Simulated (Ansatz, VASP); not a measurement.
Two plane-wave programs on TiB5

INCAR

```
SYSTEM = TiB5
PREC = Accurate ; ENCUT = 600
EDIFF = 1E-7 ; ISMEAR = 0
SIGMA = 0.1 ; LREAL = .False.
LASPH = .True. ; NELM = 100
ALGO = Normal ; ISIF = 3
LWAVE = .False. ; LCHARG = .False.
GGA = PE ; IBRION = 2
NSW = 90 ; EDIFFG = -0.04
```

The input KPOINTS:

```
regular mesh
0
Gamma
  6 6 6
  0 0 0
```

The input POSCAR:

```
TiB5
1.0
    0.0000000000      2.9191748100      2.9191748100
    2.9191748100      0.0000000000      2.9191748100
    2.9191748100      2.9191748100      0.0000000000
Ti B
1 5
Direct
    0.0000000000      0.0000000000      0.0000000000
    0.2500000000      0.2500000000      0.2500000000
    0.1277616000      0.6240794700      0.6240794700
    0.6240794700      0.6240794700      0.6240794700
    0.6240794700      0.6240794700      0.1277616000
    0.6240794700      0.1277616000      0.6240794700
```

Input for Ansatz:

```yaml
crystal:
  lattice:
    - [0.0, 2.91917481, 2.91917481]
    - [2.91917481, 0.0, 2.91917481]
    - [2.91917481, 2.91917481, 0.0]
  atoms:
    - { symbol: Ti, position: [0.0, 0.0, 0.0] }
    - { symbol: B, position: [0.25, 0.25, 0.25] }
    - { symbol: B, position: [0.1277616, 0.62407947, 0.62407947] }
    - { symbol: B, position: [0.62407947, 0.62407947, 0.62407947] }
    - { symbol: B, position: [0.62407947, 0.62407947, 0.1277616] }
    - { symbol: B, position: [0.62407947, 0.1277616, 0.62407947] }
basis:
  ecutwfc: 420
kpoints:
  mp_grid: { grid: [6, 6, 6] }
hamiltonian:
  xc: pbe
scf:
  occupations: { method: gaussian, width: 0.1 }
  lower_state_search: "off"
output:
  forces: true
  stress: true
  eigenvalues: true
relax:
  adjacent_minimum: "off"
  f_tol: 0.04
  max_steps: 70
  cell: { stress_tol: 0.4 }
```

Change from the starting cell: species swapped into the TmCu5 type (F-43m, No. 216).

Alike in both runs: task relaxation of cell and atoms; functional PBE; k mesh 6 × 6 × 6; occupations gaussian, width 0.1 eV; no spin polarisation.

|  | VASP | Ansatz |
| --- | --- | --- |
| version | VASP 6.6.1 | Ansatz 0.2.0 |
| potentials or method | VASP PAW PBE potentials, release 64 (Ti_sv, B), cutoff 600 eV | scalar-relativistic, plane waves, PAW |
| valence electrons in the cell | 27 | 27 |

|  | VASP | Ansatz | Ansatz less VASP |
| --- | --- | --- | --- |
| gap on the k mesh at the Fermi level, each at its own relaxed structure (eV) | none | none | - |
| relaxed volume (Å³/atom) | 7.46 | 7.46 | +0.007 |
| relaxed cell length with the largest relative difference (Å) | 3.985 | 3.986 | +0.0013 |

A gap of «none» marks a metal or a gap that the smearing closes.
